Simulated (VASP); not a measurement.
# Cu in VASP: further runs

The runs below take Cu through single point, relaxation of the atoms, with PBE.

All numbers are computed with VASP 6.6.1; they aren't measurements. Logs are shortened: lines on timing, memory, paths and dates and some standing lists are left out, and cuts for length are marked.

**1. The cell of the first run**

The cell holds a slab with vacuum, 3 atoms: a = 2.567 Å, b = 2.567 Å, c = 17.630 Å, α = 90.00°, β = 90.00°, γ = 90.00°.

**2. Single point, PBE**

File INCAR:

```
SYSTEM = Cu
ALGO = Normal
DIPOL = 0.5 0.5 0.497
EDIFF = 1E-7
ENCUT = 520
GGA = PE
IDIPOL = 3
ISIF = 2
ISMEAR = 0
LASPH = .TRUE.
LCHARG = .FALSE.
LDIPOL = .TRUE.
LREAL = .FALSE.
LWAVE = .FALSE.
NBANDS = 24
NELM = 80
PREC = Accurate
SIGMA = 0.1
```

File KPOINTS:

```
k-points
0
G
  11 11 1
  0 0 0
```

File POSCAR:

```
Cu
1.0
    2.5666196361      0.0000000000      0.0000000000
    0.0000000000      2.5666196361      0.0000000000
    0.0000000000      0.0000000000     17.6297482988
Cu
3
Direct
    0.5000000000      0.5000000000      0.3970561509
    0.0000000000      0.0000000000      0.4971431537
    0.5000000000      0.5000000000      0.5972238333
```

Potentials or basis: VASP PAW PBE potentials, release 64 (Cu).

Command:

```console
$ cat potpaw_PBE.64/Cu/POTCAR > POTCAR
$ mpirun -np 1 vasp_std > vasp.out
```

OUTCAR:

```text
SYSTEM = Cu
   EDIFF = 1E-7
   ENCUT = 520
   GGA = PE
   ISIF = 2
   ISMEAR = 0
   LASPH = .TRUE.
   LREAL = .FALSE.
   NELM = 80
   PREC = Accurate

 ion  position               nearest neighbor table
   1  0.500  0.500  0.397-   2 2.53   2 2.53   2 2.53   2 2.53
   2  0.000  0.000  0.497-   3 2.53   3 2.53   3 2.53   3 2.53   1 2.53   1 2.53   1 2.53   1 2.53

   3  0.500  0.500  0.597-   2 2.53   2 2.53   2 2.53   2 2.53

  LATTYP: Found a simple tetragonal cell.
 ALAT       =     2.5666196361
 C/A-ratio  =     6.8688589656

  Lattice vectors:

 A1 = (   2.5666196361,   0.0000000000,   0.0000000000)
 A2 = (   0.0000000000,   2.5666196361,   0.0000000000)
 A3 = (   0.0000000000,   0.0000000000,  17.6297482988)

Analysis of symmetry for initial positions (statically):
=====================================================================
 Subroutine PRICEL returns:
 Original cell was already a primitive cell.

 Routine SETGRP: Setting up the symmetry group for a
 simple tetragonal supercell.

 Subroutine GETGRP returns: Found 16 space group operations
 (whereof  8 operations were pure point group operations)
 out of a pool of 16 trial point group operations.

The static configuration has the point symmetry C_4v.
 The point group associated with its full space group is D_4h.

Analysis of symmetry for dynamics (positions and initial velocities):
=====================================================================
 Subroutine PRICEL returns:
 Original cell was already a primitive cell.

 Routine SETGRP: Setting up the symmetry group for a
 simple tetragonal supercell.

 Subroutine GETGRP returns: Found 16 space group operations
 (whereof  8 operations were pure point group operations)
 out of a pool of 16 trial point group operations.

The dynamic configuration has the point symmetry C_4v.
 The point group associated with its full space group is D_4h.

 Subroutine INISYM returns: Found 16 space group operations
 (whereof  8 operations are pure point group operations),
 and found     1 'primitive' translations

----------------------------------------------------------------------------------------

                                     Primitive cell

  volume of cell :     116.1366

  direct lattice vectors                    reciprocal lattice vectors
     2.566619636  0.000000000  0.000000000     0.389617529  0.000000000  0.000000000
     0.000000000  2.566619636  0.000000000     0.000000000  0.389617529  0.000000000
     0.000000000  0.000000000 17.629748299     0.000000000  0.000000000  0.056722307

  length of vectors
     2.566619636  2.566619636 17.629748299     0.389617529  0.389617529  0.056722307

  position of ions in fractional coordinates (direct lattice)
     0.500000000  0.500000000  0.397056151
     0.000000000  0.000000000  0.497143154
     0.500000000  0.500000000  0.597223833

  ion indices of the primitive-cell ions
   primitive index   ion index
                 1           1
                 2           2
                 3           3

----------------------------------------------------------------------------------------

 KPOINTS: k-points

Automatic generation of k-mesh.
 Grid dimensions read from file:
 generate k-points for:   11   11    1

 Generating k-lattice:

  Cartesian coordinates                     Fractional coordinates (reciprocal lattice)
     0.035419775  0.000000000  0.000000000     0.090909091  0.000000000  0.000000000
     0.000000000  0.035419775  0.000000000     0.000000000  0.090909091  0.000000000
     0.000000000  0.000000000  0.056722307     0.000000000  0.000000000  1.000000000

  Length of vectors
     0.035419775  0.035419775  0.056722307

  Shift w.r.t. Gamma in fractional coordinates (k-lattice)
     0.000000000  0.000000000  0.000000000

 Subroutine IBZKPT returns following result:
 ===========================================

 Found     21 irreducible k-points:

 Following reciprocal coordinates:
            Coordinates               Weight
  0.000000  0.000000  0.000000      1.000000
  0.090909  0.000000  0.000000      4.000000
  0.181818  0.000000  0.000000      4.000000
  0.272727  0.000000  0.000000      4.000000
  0.363636  0.000000  0.000000      4.000000
  0.454545  0.000000  0.000000      4.000000
[... 13 lines left out ...]
  0.454545  0.363636  0.000000      8.000000
  0.454545  0.454545  0.000000      4.000000
   k-points           NKPTS =     21   k-points in BZ     NKDIM =     21   number of bands    NBANDS=     24
   number of dos      NEDOS =    301   number of ions     NIONS =      3
   total plane-waves  NPLWV =  56000
   dimension x,y,z NGX =    20 NGY =   20 NGZ =  140
   dimension x,y,z NGXF=    40 NGYF=   40 NGZF=  280
   ions per type =               3
   NGX,Y,Z   is equivalent  to a cutoff of  12.95, 12.95, 13.20 a.u.
   NGXF,Y,Z  is equivalent  to a cutoff of  25.91, 25.91, 26.40 a.u.
 SYSTEM =  Cu
   PREC   = accura    normal or accurate (medium, high low for compatibility)
   ISTART =      0    job   : 0-new  1-cont  2-samecut
   ICHARG =      2    charge: 1-file 2-atom 10-const
   ISPIN  =      1    spin polarized calculation?
   LNONCOLLINEAR =      F non collinear calculations
   LSORBIT =      F    spin-orbit coupling
   LASPH  =      T    aspherical Exc in radial PAW
   ENCUT  =  520.0 eV  38.22 Ry    6.18 a.u.   4.77  4.77 32.78*2*pi/ulx,y,z
   NELM   =     80;   NELMIN=  2; NELMDL= -5     # of ELM steps
   EDIFF  = 0.1E-06   stopping-criterion for ELM
   LREAL  =      F    real-space projection
   EDIFFG = 0.1E-05   stopping-criterion for IOM
   NSW    =      0    number of steps for IOM
   IBRION =     -1    ionic relax: 0-MD 1-quasi-New 2-CG
   NFREE  =      0    steps in history (QN), initial steepest desc. (CG)
   ISIF   =      2    stress and relaxation
   ISYM   =      2    0-nonsym 1-usesym 2-fastsym
   POTIM  = 0.5000    time-step for ionic-motion
   TEBEG  =    0.0;   TEEND  =   0.0 temperature during run
   PSTRESS=    0.0 pullay stress
   NELECT =      33.0000    total number of electrons
   NUPDOWN=      -1.0000    fix difference up-down
   EMIN   =  10.00;   EMAX   =-10.00  energy-range for DOS
   EFERMI =   0.00;   METHOD = LEGACY
   ISMEAR =     0;   SIGMA  =   0.10  broadening in eV -4-tet -1-fermi 0-gaus
   EFERMI_NEDOS =   21; number of points for ismear=-14 and -15
   IALGO  =     38    algorithm
   IMIX   =      4    mixing-type and parameters
     AMIX     =   0.40;   BMIX     =  1.00
     AMIX_MAG =   1.60;   BMIX_MAG =  1.00
  volume/ion in A,a.u.               =      38.71       261.24
  Fermi-wavevector in a.u.,A,eV,Ry     =   1.076275  2.033864 15.760541  1.158367
  Thomas-Fermi vector in A             =   2.212154
   LORBIT       =      0    0 simple, 1 ext, 2 COOP (PROOUT), +10 PAW based schemes
   GGA     = PE    functional components
   LHFCALC =     F    Hartree Fock is set to
   AEXX    =    0.0000 exact exchange contribution
   IVDW    =     0    specifies the selected vdW correction
   LEPSILON=     F    determine dielectric tensor
   LRPA    =     F    only Hartree local field effects (RPA)
 non-spin polarized calculation
 Gauss-broadening in eV      SIGMA  =   0.10
  energy-cutoff  :      520.00
  volume of cell :      116.14
 maximum number of plane-waves:      3149
 NGX is ok and might be reduce to    20
   NGX =  9   NGY =  9   NGZ = 65

 dipolmoment           0.000000      0.000000     -0.000000 electrons x Angstroem

 number of electron      32.9999943 magnetization

 dipolmoment           0.000000      0.000000      0.000440 electrons x Angstroem

 Free energy of the ion-electron system (eV)
  ---------------------------------------------------
  ext. energy  EPLUGINS =         0.00000000
  ---------------------------------------------------
  free energy    TOTEN  =        -9.99507146 eV

  energy without entropy =       -9.99093865  energy(sigma->0) =       -9.99300506

 E-fermi :  -0.8107     XC(G=0):  -4.9572

 val. band max:       -0.8580988800   @ k =   0.3636   0.1818   0.0000
 cond. band min:      -0.7331787839   @ k =   0.1818   0.0000   0.0000
 fundamental gap:      0.1249200961
 Fermi energy:        -0.8107092297

 k-point     1 :       0.0000    0.0000    0.0000
  band No.  band energies     occupation
      1      -9.1291      2.00000
      2      -6.5742      2.00000
      3      -5.3790      2.00000
      4      -4.8705      2.00000
      5      -4.0847      2.00000
      6      -3.6966      2.00000
[... 16 lines left out ...]
     23       7.1228      0.00000
     24       8.0906      0.00000

 k-point     2 :       0.0909    0.0000    0.0000
  band No.  band energies     occupation
      1      -8.9360      2.00000
      2      -6.4070      2.00000
      3      -5.2700      2.00000
      4      -4.8228      2.00000
      5      -4.0653      2.00000
      6      -3.6549      2.00000
[... 16 lines left out ...]
     23       7.3206      0.00000
     24       8.2495      0.00000

 k-point     3 :       0.1818    0.0000    0.0000
  band No.  band energies     occupation
      1      -8.3731      2.00000
      2      -5.9646      2.00000
      3      -5.0041      2.00000
      4      -4.6748      2.00000
      5      -3.9869      2.00000
      6      -3.5752      2.00000
[... 16 lines left out ...]
     23       7.9109      0.00000
     24       8.1325      0.00000

 k-point     4 :       0.2727    0.0000    0.0000
  band No.  band energies     occupation
      1      -7.5022      2.00000
      2      -5.4884      2.00000
      3      -4.7706      2.00000
      4      -4.4076      2.00000
      5      -3.7792      2.00000
      6      -3.4686      2.00000
[... 16 lines left out ...]
     23       6.5435      0.00000
     24       7.7106      0.00000

 k-point     5 :       0.3636    0.0000    0.0000
  band No.  band energies     occupation
      1      -6.4859      2.00000
      2      -5.2757      2.00000
      3      -4.6743      2.00000
      4      -4.1210      2.00000
      5      -3.7027      2.00000
      6      -3.4834      2.00000
[... 16 lines left out ...]
     23       7.3078      0.00000
     24       7.7905      0.00000

 k-point     6 :       0.4545    0.0000    0.0000
  band No.  band energies     occupation
      1      -5.7138      2.00000
      2      -5.2416      2.00000
      3      -4.6636      2.00000
      4      -3.9247      2.00000
      5      -3.7586      2.00000
      6      -3.5679      2.00000
[... 16 lines left out ...]
     23       7.9928      0.00000
     24       8.3792      0.00000
[... 298 lines left out ...]
 k-point    18 :       0.4545    0.2727    0.0000
  band No.  band energies     occupation
      1      -5.0647      2.00000
      2      -4.8243      2.00000
      3      -4.7793      2.00000
      4      -4.4395      2.00000
      5      -4.0681      2.00000
      6      -3.9130      2.00000
[... 16 lines left out ...]
     23       9.6236      0.00000
     24       9.9608      0.00000

 k-point    19 :       0.3636    0.3636    0.0000
  band No.  band energies     occupation
      1      -5.2428      2.00000
      2      -4.7473      2.00000
      3      -4.7018      2.00000
      4      -4.6056      2.00000
      5      -4.0579      2.00000
      6      -3.7997      2.00000
[... 16 lines left out ...]
     23       9.0711      0.00000
     24       9.2508      0.00000

 k-point    20 :       0.4545    0.3636    0.0000
  band No.  band energies     occupation
      1      -5.1799      2.00000
      2      -4.8322      2.00000
      3      -4.7711      2.00000
      4      -4.6510      2.00000
      5      -4.1725      2.00000
      6      -3.8695      2.00000
[... 16 lines left out ...]
     23       8.9090      0.00000
     24       9.6752      0.00000

 k-point    21 :       0.4545    0.4545    0.0000
  band No.  band energies     occupation
      1      -5.2794      2.00000
      2      -4.8923      2.00000
      3      -4.7727      2.00000
      4      -4.7624      2.00000
      5      -4.3106      2.00000
      6      -3.7092      2.00000
[... 16 lines left out ...]
     23       8.2418      0.00000
     24       9.2189      0.00000

------------------------ aborting loop because EDIFF is reached ----------------------------------------

 vacuum level on the upper side and lower side of the slab       (xc-potential included)        -0.128        -0.140

  FORCE on cell =-STRESS in cart. coord.  units (eV):
  Direction    XX          YY          ZZ          XY          YZ          ZX
  --------------------------------------------------------------------------------------
  -------------------------------------------------------------------------------------
  Total       -1.0012042     -1.0012042      0.0848641      0.0000000      0.0000000      0.0000000
  in kB      -13.8122397    -13.8122397      1.1707541      0.0000000      0.0000000      0.0000000
  external PRESSURE =      -8.8179085 kB  Pullay stress =       0.0000000 kB

 VOLUME and BASIS-vectors are now :
 -----------------------------------------------------------------------------
  energy-cutoff  :      520.00
  volume of cell :      116.14
      direct lattice vectors                 reciprocal lattice vectors
     2.566619636  0.000000000  0.000000000     0.389617529  0.000000000  0.000000000
     0.000000000  2.566619636  0.000000000     0.000000000  0.389617529  0.000000000
     0.000000000  0.000000000 17.629748299     0.000000000  0.000000000  0.056722307

 POSITION                                       TOTAL-FORCE (eV/Angst)
 -----------------------------------------------------------------------------------
      1.28331      1.28331      7.00000        -0.000000      0.000000     -0.030810
      0.00000      0.00000      8.76451        -0.000000     -0.000000      0.000000
      1.28331      1.28331     10.52891         0.000000      0.000000      0.030810
 -----------------------------------------------------------------------------------
    total drift:                               -0.000000      0.000000      0.083261

  FREE ENERGIE OF THE ION-ELECTRON SYSTEM (eV)
  ---------------------------------------------------
  free  energy   TOTEN  =        -9.9950714627 eV

  energy  without entropy=       -9.9909386510  energy(sigma->0) =       -9.99300506

 vacuum level on the upper side and lower side of the slab         3.631         3.619
```

Wall time 69 s (1 thread of Intel Xeon Platinum 8259CL at 2.50GHz (Skylake/Cascade Lake), shared host); peak memory 0.24 GiB.

What came out:

- Free energy: -9.9951 eV
- Largest force: 0.031 eV/Å
- Band gap on the k mesh: zero (an odd number of electrons rules out a gap without spin polarisation)

Forces in eV/Å, atoms in the order of the input:
```
Cu   0.000  0.000 -0.031
Cu   0.000  0.000  0.000
Cu   0.000  0.000  0.031
```

**3. Relaxation of the atoms, PBE**

File INCAR:

```
PREC = Accurate ; ENCUT = 520
EDIFF = 1E-7 ; ISMEAR = 0
SIGMA = 0.1 ; LREAL = F
LASPH = T ; NELM = 80
ALGO = Normal ; ISIF = 2
LWAVE = F ; LCHARG = F
LDIPOL = T ; IDIPOL = 3
DIPOL = 0.5 0.5 0.500 ; GGA = PE
IBRION = 2 ; NSW = 70
EDIFFG = -0.03
```

File KPOINTS:

```
regular mesh
0
Gamma
  11 11 1
```

File POSCAR:

```
Cu
1.0
    2.5666196361      0.0000000000      0.0000000000
    0.0000000000      2.5666196361      0.0000000000
    0.0000000000      0.0000000000     17.6297482988
Cu
3
Selective dynamics
Direct
    0.5000000000      0.5000000000      0.3970561509  F F F
    0.0000000000      0.0000000000      0.5000000000  T T T
    0.5000000000      0.5000000000      0.6029438491  T T T
```

Potentials or basis: VASP PAW PBE potentials, release 64 (Cu).

Command:

```console
$ cat potpaw_PBE.64/Cu/POTCAR > POTCAR
$ mpirun -np 1 vasp_std > vasp.out
```

Run time: 4.9 min. Hardware: 1 thread of Intel Xeon Platinum 8259CL at 2.50GHz (Skylake/Cascade Lake), shared host; peak memory 0.24 GiB.

Results (log left out):

- Free energy: -9.9953 eV
- Energy gained by relaxing: 2.8 meV/atom
- Ionic steps: 7
- Band gap on the k mesh: zero (an odd number of electrons rules out a gap without spin polarisation)

Step by step:
```tsv
step	energy change (eV)	largest force on free atoms (eV/Å)	pressure (GPa)
1	0.0000	0.1889	-1.68
2	-0.0016	0.1565	-1.61
3	-0.0044	0.1199	-1.42
4	-0.0015	0.3217	-0.96
5	-0.0047	0.1648	-1.31
6	-0.0063	0.1242	-1.23
7	-0.0085	0.0071	-1.01
```

Final structure:
```xyz
3
Lattice="2.5666 0.0000 0.0000 0.0000 2.5666 0.0000 0.0000 0.0000 17.6297" Properties=species:S:1:pos:R:3 pbc="T T T"
Cu    1.2833    1.2833    7.0000
Cu    0.0000    0.0000    8.7711
Cu    1.2833    1.2833   10.5438
```

Levels at points of the mesh, in eV from the Fermi level:
```csv
k point,band 15,band 16,band 17,band 18,band 19,band 20
"(0.00, 0.00, 0.00)",-1.39,-1.39,-1.38,-0.86,1.26,4.19
```

The gap in the log of VASP goes by the Fermi energy; the results here count the filled bands.